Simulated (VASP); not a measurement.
# LiAl5 (P4/mmm) in VASP: a series of runs, part 2 of 2

VASP 6.6.1. Earlier steps stand in the parts before.

## Step 3: Single point, PBE

This run uses another cell than the first one, of 16.60 Å³/atom, 0.907 times its volume.

INCAR

```
PREC = Accurate
ENCUT = 520
EDIFF = 1E-6
ISMEAR = 0
SIGMA = 0.1
LREAL = False
LASPH = True
NELM = 100
ALGO = Fast
ISIF = 2
LWAVE = False
LCHARG = True
GGA = PE
LELF = True
LVHAR = True
NBANDS = 18
```

KPOINTS

```
Automatic mesh
0
Gamma
  14 14 4
```

POSCAR

```
LiAl5
1.0
    2.8660529190      0.0000000000      0.0000000000
    0.0000000000      2.8660529190      0.0000000000
    0.0000000000      0.0000000000     12.1222728089
Li Al
1 5
Direct
    0.5000000000      0.5000000000      0.0000000000
    0.0000000000      0.0000000000      0.8279515573
    0.5000000000      0.5000000000      0.6638566044
    0.0000000000      0.0000000000      0.5000000000
    0.5000000000      0.5000000000      0.3361433956
    0.0000000000      0.0000000000      0.1720484427
```

Potentials or basis: VASP PAW PBE potentials, release 64 (Li_sv, Al).

Started as:

```sh
> cat potpaw_PBE.64/Li_sv/POTCAR potpaw_PBE.64/Al/POTCAR > POTCAR
> mpirun -np 1 vasp_std > vasp.out
```

OUTCAR:

```text
PREC = Accurate
   ENCUT = 520
   EDIFF = 1E-6
   ISMEAR = 0
   LREAL = False
   LASPH = True
   NELM = 100
   ISIF = 2
   GGA = PE

 ion  position               nearest neighbor table
   1  0.500  0.500  0.000-   2 2.91   6 2.91   2 2.91   6 2.91   2 2.91   6 2.91   2 2.91   6 2.91

   2  0.000  0.000  0.828-   3 2.84   3 2.84   3 2.84   3 2.84   1 2.91   1 2.91   1 2.91   1 2.91

   3  0.500  0.500  0.664-   4 2.84   4 2.84   4 2.84   4 2.84   2 2.84   2 2.84   2 2.84   2 2.84

   4  0.000  0.000  0.500-   3 2.84   5 2.84   3 2.84   5 2.84   3 2.84   5 2.84   3 2.84   5 2.84
[... 717 lines left out ...]
  -------------------------------------------------------------------------------------
  Total       -0.0211824     -0.0211824     -0.0006344      0.0000000      0.0000000      0.0000000
  in kB       -0.3408268     -0.3408268     -0.0102075      0.0000000      0.0000000      0.0000000
  external PRESSURE =      -0.2306204 kB  Pullay stress =       0.0000000 kB

 VOLUME and BASIS-vectors are now :
 -----------------------------------------------------------------------------
  energy-cutoff  :      520.00
  volume of cell :       99.58
      direct lattice vectors                 reciprocal lattice vectors
     2.866052919  0.000000000  0.000000000     0.348911911  0.000000000  0.000000000
     0.000000000  2.866052919  0.000000000     0.000000000  0.348911911  0.000000000
     0.000000000  0.000000000 12.122272809     0.000000000  0.000000000  0.082492781

 POSITION                                       TOTAL-FORCE (eV/Angst)
 -----------------------------------------------------------------------------------
      1.43303      1.43303      0.00000        -0.000000      0.000000     -0.000000
      0.00000      0.00000     10.03665        -0.000000      0.000000     -0.001248
      1.43303      1.43303      8.04745        -0.000000      0.000000     -0.000967
      0.00000      0.00000      6.06114        -0.000000      0.000000     -0.000000
      1.43303      1.43303      4.07482         0.000000     -0.000000      0.000967
      0.00000      0.00000      2.08562        -0.000000      0.000000      0.001248
 -----------------------------------------------------------------------------------
    total drift:                                0.000000     -0.000000     -0.000000

  FREE ENERGIE OF THE ION-ELECTRON SYSTEM (eV)
  ---------------------------------------------------
  free  energy   TOTEN  =       -20.9122831378 eV

  energy  without entropy=      -20.9026355410  energy(sigma->0) =      -20.90745934
```

stdout:

```text
POSCAR found type information on POSCAR LiAl
 POSCAR found :  2 types and       6 ions
 scaLAPACK will be used
 LDA part: xc-table for (Slater+PW92), standard interpolation
 POSCAR, INCAR and KPOINTS ok, starting setup
 FFT: planning ... GRIDC
 FFT: planning ... GRID_SOFT
 FFT: planning ... GRID
 WAVECAR not read
 entering main loop
WARNING in EDDRMM: call to ZHEGV failed, returncode =   8  4     11
```

Wall time 3.3 min (1 thread of AMD EPYC 7R43 (Zen 3), shared host); peak memory 0.28 GiB.

What came out:

| Property | Result |
| --- | --- |
| Free energy | -20.9123 eV |
| Band gap on the k mesh | zero (band 9 reaches 11.91 eV, above the bottom of band 10 at 5.06 eV) |

Levels at points of the mesh, in eV from the Fermi level:
```csv
k point,band 7,band 8,band 9,band 10,band 11,band 12
"(0.00, 0.00, 0.00)",-2.13,-0.03,5.10,5.38,5.64,5.64
"(0.50, 0.00, 0.00)",-4.27,-2.32,-2.17,-1.75,-0.11,1.93
"(0.50, 0.50, 0.00)",-1.40,-0.87,-0.87,-0.72,-0.39,0.62
"(0.00, 0.00, 0.50)",-3.32,1.62,2.55,5.39,5.66,5.66
"(0.50, 0.00, 0.50)",-4.11,-3.33,-2.29,0.04,0.04,0.32
"(0.50, 0.50, 0.50)",-1.41,-0.84,-0.56,-0.56,-0.36,0.56
```

Caveat: the cutoff is under 1.25 times the usual one of these potentials, so pressure, stress and relaxed cells hold a basis-set (Pulay) error.
